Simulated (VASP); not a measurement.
# BAs (I-4m2) in VASP: notebook

Runs on BAs. Level: PBE. Tasks: single point.

Program: VASP 6.6.1. These are calculated values, not measurements. Logs are shortened: lines on timing, memory, paths and dates and some standing lists are left out, and cuts for length are marked.

**1. The cell of the first run**

The structure is tetragonal, space group I-4m2 (No. 119). The conventional cell has a = 3.378 Å, b = 3.378 Å, c = 4.729 Å, α = 90.00°, β = 90.00°, γ = 90.00°. B (site symmetry -4m2) has 4 As at 2.06 Å within 2.7 Å. Within 2.7 Å of As (site symmetry -4m2) lie 4 B at 2.06 Å.

**2. Single point, PBE (zz strain of -1 %)**

Input file INCAR:

```
SYSTEM = BAs
ALGO = Normal
EDIFF = 1E-7
ENCUT = 520
GGA = PE
ISIF = 2
ISMEAR = -1
LASPH = .TRUE.
LCHARG = .FALSE.
LREAL = .FALSE.
LWAVE = .FALSE.
NBANDS = 11
NELM = 80
PREC = Accurate
SIGMA = 0.03
```

Input file KPOINTS:

```
k-points
0
G
  15 15 15
  0 0 0
```

Input file POSCAR:

```
BAs
1.0
    0.0000000000      2.3885000000      2.3646150000
    2.3885000000      0.0000000000      2.3646150000
    2.3885000000      2.3885000000      0.0000000000
B As
1 1
Direct
    0.0000000000      0.0000000000      0.0000000000
    0.7500000000      0.7500000000      0.7500000000
```

Potentials or basis: VASP PAW PBE potentials, release 64 (B, As).

On the command line:

```
$ cat potpaw_PBE.64/B/POTCAR potpaw_PBE.64/As/POTCAR > POTCAR
$ mpirun -np 1 vasp_std > vasp.out
```

OUTCAR:

```text
SYSTEM = BAs
   EDIFF = 1E-7
   ENCUT = 520
   GGA = PE
   ISIF = 2
   ISMEAR = -1
   LASPH = .TRUE.
   LREAL = .FALSE.
   NELM = 80
   PREC = Accurate

 ion  position               nearest neighbor table
   1  0.000  0.000  0.000-   2 2.06   2 2.06   2 2.06   2 2.06
   2  0.750  0.750  0.750-   1 2.06   1 2.06   1 2.06   1 2.06

  LATTYP: Found a body centered tetragonal cell.
 ALAT       =     3.3778490937
 C/A-ratio  =     1.4000714267

  Lattice vectors:

 A1 = (   0.0000000000,  -2.3885000000,  -2.3646150000)
 A2 = (   0.0000000000,   2.3885000000,  -2.3646150000)
 A3 = (   2.3885000000,   0.0000000000,   2.3646150000)

Analysis of symmetry for initial positions (statically):
=====================================================================
 Subroutine PRICEL returns:
 Original cell was already a primitive cell.

 Routine SETGRP: Setting up the symmetry group for a
 body centered tetragonal supercell.

 Subroutine GETGRP returns: Found  8 space group operations
 (whereof  8 operations were pure point group operations)
 out of a pool of 16 trial point group operations.

The static configuration has the point symmetry D_2d.

Analysis of symmetry for dynamics (positions and initial velocities):
=====================================================================
 Subroutine PRICEL returns:
 Original cell was already a primitive cell.

 Routine SETGRP: Setting up the symmetry group for a
 body centered tetragonal supercell.

 Subroutine GETGRP returns: Found  8 space group operations
 (whereof  8 operations were pure point group operations)
 out of a pool of 16 trial point group operations.

The dynamic configuration has the point symmetry D_2d.

 Subroutine INISYM returns: Found  8 space group operations
 (whereof  8 operations are pure point group operations),
 and found     1 'primitive' translations

----------------------------------------------------------------------------------------

                                     Primitive cell

  volume of cell :      26.9799

  direct lattice vectors                    reciprocal lattice vectors
     0.000000000  2.388500000  2.364615000    -0.209336404  0.209336404  0.211450913
     2.388500000  0.000000000  2.364615000     0.209336404 -0.209336404  0.211450913
     2.388500000  2.388500000  0.000000000     0.209336404  0.209336404 -0.211450913

  length of vectors
     3.361002283  3.361002283  3.377849094     0.363806196  0.363806196  0.363806196

  position of ions in fractional coordinates (direct lattice)
     0.000000000  0.000000000  0.000000000
     0.750000000  0.750000000  0.750000000

  ion indices of the primitive-cell ions
   primitive index   ion index
                 1           1
                 2           2

----------------------------------------------------------------------------------------

 KPOINTS: k-points

Automatic generation of k-mesh.
 Grid dimensions read from file:
 generate k-points for:   15   15   15

 Generating k-lattice:

  Cartesian coordinates                     Fractional coordinates (reciprocal lattice)
    -0.013955760  0.013955760  0.014096728     0.066666667  0.000000000  0.000000000
     0.013955760 -0.013955760  0.014096728     0.000000000  0.066666667  0.000000000
     0.013955760  0.013955760 -0.014096728     0.000000000  0.000000000  0.066666667

  Length of vectors
     0.024253746  0.024253746  0.024253746

  Shift w.r.t. Gamma in fractional coordinates (k-lattice)
     0.000000000  0.000000000  0.000000000

 Subroutine IBZKPT returns following result:
 ===========================================

 Found    288 irreducible k-points:

 Following reciprocal coordinates:
            Coordinates               Weight
  0.000000  0.000000  0.000000      1.000000
  0.066667  0.000000  0.000000      8.000000
  0.133333  0.000000  0.000000      8.000000
  0.200000  0.000000  0.000000      8.000000
  0.266667  0.000000  0.000000      8.000000
  0.333333  0.000000  0.000000      8.000000
[... 16 lines left out ...]
  0.133333  0.133333  0.000000      2.000000
  0.200000  0.133333  0.000000      8.000000
 [... further k-points ...]
   k-points           NKPTS =    288   k-points in BZ     NKDIM =    288   number of bands    NBANDS=     11
   number of dos      NEDOS =    301   number of ions     NIONS =      2
   total plane-waves  NPLWV =  21952
   dimension x,y,z NGX =    28 NGY =   28 NGZ =   28
   dimension x,y,z NGXF=    56 NGYF=   56 NGZF=   56
   ions per type =               1   1
   NGX,Y,Z   is equivalent  to a cutoff of  13.85, 13.85, 13.78 a.u.
   NGXF,Y,Z  is equivalent  to a cutoff of  27.70, 27.70, 27.56 a.u.
 SYSTEM =  BAs
   PREC   = accura    normal or accurate (medium, high low for compatibility)
   ISTART =      0    job   : 0-new  1-cont  2-samecut
   ICHARG =      2    charge: 1-file 2-atom 10-const
   ISPIN  =      1    spin polarized calculation?
   LNONCOLLINEAR =      F non collinear calculations
   LSORBIT =      F    spin-orbit coupling
   LASPH  =      T    aspherical Exc in radial PAW
   ENCUT  =  520.0 eV  38.22 Ry    6.18 a.u.   6.25  6.25  6.28*2*pi/ulx,y,z
   NELM   =     80;   NELMIN=  2; NELMDL= -5     # of ELM steps
   EDIFF  = 0.1E-06   stopping-criterion for ELM
   LREAL  =      F    real-space projection
   EDIFFG = 0.1E-05   stopping-criterion for IOM
   NSW    =      0    number of steps for IOM
   IBRION =     -1    ionic relax: 0-MD 1-quasi-New 2-CG
   NFREE  =      0    steps in history (QN), initial steepest desc. (CG)
   ISIF   =      2    stress and relaxation
   ISYM   =      2    0-nonsym 1-usesym 2-fastsym
   POTIM  = 0.5000    time-step for ionic-motion
   TEBEG  =    0.0;   TEEND  =   0.0 temperature during run
   PSTRESS=    0.0 pullay stress
   NELECT =       8.0000    total number of electrons
   NUPDOWN=      -1.0000    fix difference up-down
   EMIN   =  10.00;   EMAX   =-10.00  energy-range for DOS
   EFERMI =   0.00;   METHOD = LEGACY
   ISMEAR =    -1;   SIGMA  =   0.03  broadening in eV -4-tet -1-fermi 0-gaus
   EFERMI_NEDOS =   21; number of points for ismear=-14 and -15
   IALGO  =     38    algorithm
   IMIX   =      4    mixing-type and parameters
     AMIX     =   0.40;   BMIX     =  1.00
     AMIX_MAG =   1.60;   BMIX_MAG =  1.00
  volume/ion in A,a.u.               =      13.49        91.03
  Fermi-wavevector in a.u.,A,eV,Ry     =   1.091670  2.062956 16.214639  1.191742
  Thomas-Fermi vector in A             =   2.227919
   LORBIT       =      0    0 simple, 1 ext, 2 COOP (PROOUT), +10 PAW based schemes
   GGA     = PE    functional components
   LHFCALC =     F    Hartree Fock is set to
   AEXX    =    0.0000 exact exchange contribution
   IVDW    =     0    specifies the selected vdW correction
   LEPSILON=     F    determine dielectric tensor
   LRPA    =     F    only Hartree local field effects (RPA)
 non-spin polarized calculation
  energy-cutoff  :      520.00
  volume of cell :       26.98
 maximum number of plane-waves:       745
 NGX is ok and might be reduce to    28
   NGX = 13   NGY = 13   NGZ = 13

 number of electron       8.0000000 magnetization

 Free energy of the ion-electron system (eV)
  ---------------------------------------------------
  ext. energy  EPLUGINS =         0.00000000
  ---------------------------------------------------
  free energy    TOTEN  =       -11.39846717 eV

  energy without entropy =      -11.39846717  energy(sigma->0) =      -11.39846717

 E-fermi :   6.7988     XC(G=0): -10.6281

 val. band max:        6.3020517646   @ k =   0.0000   0.0000   0.0000
 cond. band min:       7.3149366588   @ k =   0.4000   0.4000   0.0000
 fundamental gap:      1.0128848942
 Fermi energy:         6.7987791270

 k-point     1 :       0.0000    0.0000    0.0000
  band No.  band energies     occupation
      1      -9.2558      2.00000
      2       6.2051      2.00000
      3       6.2051      2.00000
      4       6.3021      2.00000
      5       9.4839      0.00000
      6       9.5491      0.00000
      7       9.5491      0.00000
      8      11.0513      0.00000
      9      15.8701      0.00000
     10      19.0907      0.00000
     11      19.3617      0.00000

 k-point     2 :       0.0667    0.0000    0.0000
  band No.  band energies     occupation
      1      -9.1820      2.00000
      2       5.5212      2.00000
      3       6.0568      2.00000
      4       6.1263      2.00000
      5       9.6449      0.00000
      6       9.7253      0.00000
      7       9.7408      0.00000
      8      11.4476      0.00000
      9      16.1752      0.00000
     10      18.4530      0.00000
     11      18.6762      0.00000

 k-point     3 :       0.1333    0.0000    0.0000
  band No.  band energies     occupation
      1      -8.9620      2.00000
      2       4.0656      2.00000
      3       5.7089      2.00000
      4       5.7834      2.00000
      5       9.6533      0.00000
      6      10.1615      0.00000
      7      10.1882      0.00000
      8      12.4313      0.00000
      9      16.9314      0.00000
     10      17.7094      0.00000
     11      17.8863      0.00000

 k-point     4 :       0.2000    0.0000    0.0000
  band No.  band energies     occupation
      1      -8.6010      2.00000
      2       2.4542      2.00000
      3       5.3096      2.00000
      4       5.3944      2.00000
      5       9.4921      0.00000
      6      10.6493      0.00000
      7      10.6553      0.00000
      8      13.5023      0.00000
      9      17.3644      0.00000
     10      17.4249      0.00000
     11      17.5826      0.00000
[... 239 lines left out ...]
 k-point    22 :      -0.0667    0.0667    0.0000
  band No.  band energies     occupation
      1      -9.0607      2.00000
      2       4.8501      2.00000
      3       5.4373      2.00000
      4       6.0704      2.00000
      5       9.7578      0.00000
      6       9.8043      0.00000
      7      10.2213      0.00000
      8      11.9794      0.00000
      9      16.6420      0.00000
     10      17.4995      0.00000
     11      18.3587      0.00000

 k-point    23 :       0.1333    0.1333    0.0000
  band No.  band energies     occupation
      1      -8.8584      2.00000
      2       4.6972      2.00000
      3       4.9129      2.00000
      4       4.9129      2.00000
      5       8.6942      0.00000
      6      11.2525      0.00000
      7      11.2525      0.00000
      8      12.0039      0.00000
      9      16.4135      0.00000
     10      17.3985      0.00000
     11      19.5238      0.00000

 k-point    24 :       0.2000    0.1333    0.0000
  band No.  band energies     occupation
      1      -8.5896      2.00000
      2       3.4189      2.00000
      3       4.4837      2.00000
      4       4.7644      2.00000
      5       8.6851      0.00000
      6      11.4008      0.00000
      7      11.8736      0.00000
      8      12.4309      0.00000
      9      16.2327      0.00000
     10      18.2096      0.00000
     11      19.3730      0.00000

 [... further k-points ...]
[... 5 lines left out ...]
  --------------------------------------------------------------------------------------
  -------------------------------------------------------------------------------------
  Total        0.7142628      0.7142628      1.0608006      0.0000000     -0.0000000      0.0000000
  in kB       42.4158000     42.4158000     62.9946142      0.0000000     -0.0000000      0.0000000
  external PRESSURE =      49.2754047 kB  Pullay stress =       0.0000000 kB

 VOLUME and BASIS-vectors are now :
 -----------------------------------------------------------------------------
  energy-cutoff  :      520.00
  volume of cell :       26.98
      direct lattice vectors                 reciprocal lattice vectors
     0.000000000  2.388500000  2.364615000    -0.209336404  0.209336404  0.211450913
     2.388500000  0.000000000  2.364615000     0.209336404 -0.209336404  0.211450913
     2.388500000  2.388500000  0.000000000     0.209336404  0.209336404 -0.211450913

 POSITION                                       TOTAL-FORCE (eV/Angst)
 -----------------------------------------------------------------------------------
      0.00000      0.00000      0.00000        -0.000000     -0.000000     -0.000000
      3.58275      3.58275      3.54692         0.000000      0.000000      0.000000
 -----------------------------------------------------------------------------------
    total drift:                                0.000000      0.000000      0.000000

  FREE ENERGIE OF THE ION-ELECTRON SYSTEM (eV)
  ---------------------------------------------------
  free  energy   TOTEN  =       -11.3984671651 eV

  energy  without entropy=      -11.3984671651  energy(sigma->0) =      -11.39846717
```

It took 80 s on 1 thread of Intel Xeon 6975P-C (Granite Rapids), shared host; peak memory 0.22 GiB.

Results:

| Quantity | Value |
| --- | --- |
| Free energy | -11.3985 eV |
| Pressure | 4.9 GPa |
| Band gap on the k mesh | 1.01 eV, indirect (least direct gap 3.18 eV) |

Caveat: the cell differs from its parent crystal (zz strain of -1 %).

**3. Single point, PBE (zz strain of +1 %)**

Input file INCAR:

```
ALGO = Normal
EDIFF = 1E-6
ENCUT = 520
GGA = PE
ISIF = 2
ISMEAR = -1
LASPH = T
LCHARG = F
LREAL = F
LWAVE = F
NBANDS = 11
NELM = 80
PREC = Accurate
SIGMA = 0.03
```

Input file KPOINTS:

```
k-points
0
Gamma
  15 15 15
```

Input file POSCAR:

```
BAs
1.0
    0.0000000000      2.3885000000      2.4123850000
    2.3885000000      0.0000000000      2.4123850000
    2.3885000000      2.3885000000      0.0000000000
B As
1 1
Direct
    0.0000000000      0.0000000000      0.0000000000
    0.7500000000      0.7500000000      0.7500000000
```

Potentials or basis: VASP PAW PBE potentials, release 64 (B, As).

On the command line:

```
$ cat potpaw_PBE.64/B/POTCAR potpaw_PBE.64/As/POTCAR > POTCAR
$ mpirun -np 1 vasp_std > vasp.out
```

Run time: 75 s. Hardware: 1 thread of Intel Xeon 6975P-C (Granite Rapids), shared host; peak memory 0.23 GiB.

Results (log left out):

| Property | Result |
| --- | --- |
| Free energy | -11.4103 eV |
| Pressure | 2.0 GPa |
| Band gap on the k mesh | 1.11 eV, indirect (least direct gap 3.21 eV) |

Stress tensor (GPa, compression positive):
```
2.69 0.00 0.00
0.00 2.69 0.00
0.00 0.00 0.63
```

Levels at points of the mesh, in eV from the valence-band top:
| k point | band 2 | band 3 | band 4 | band 5 | band 6 | band 7 |
| --- | --- | --- | --- | --- | --- | --- |
| (0.00, 0.00, 0.00) | -0.10 | 0.00 | 0.00 | 3.21 | 3.21 | 3.27 |

Caveat: the cell differs from its parent crystal (zz strain of +1 %). A k mesh can miss the band edges.
